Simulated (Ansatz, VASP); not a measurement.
# Ga in VASP and in Ansatz

```
CELL_PARAMETERS angstrom
-1.40400 1.42506 2.22900
1.40400 -1.42506 2.22900
1.40400 1.42506 -2.22900
ATOMIC_POSITIONS crystal
Ga 0.00000 0.00000 0.00000
```

Change from the starting cell: strain +0.0150 x Voigt [0, 1, 0, 0, 0, 0], atoms carried along.

Alike in both runs: task single point; functional r2SCAN; k mesh 24 × 24 × 24; occupations gaussian, width 0.15 eV; no spin polarisation.

|  | VASP | Ansatz |
| --- | --- | --- |
| version | VASP 6.6.1 | Ansatz 0.2.0 |
| potentials or method | VASP PAW PBE potentials, release 64 (Ga_d), cutoff 520 eV | scalar-relativistic, plane waves, PAW |
| valence electrons in the cell | 13 | 13 |

```tsv
	VASP	Ansatz	Ansatz less VASP
gap on the k mesh at the Fermi level (eV)	none	none	-
pressure (GPa)	0.0	0.0	-0.04
traceless stress, the component that is largest in VASP (GPa)	0.10	0.13	+0.021
```

VASP's potentials were made for PBE, not for r2SCAN. A gap of «none» marks a metal or a gap that the smearing closes.
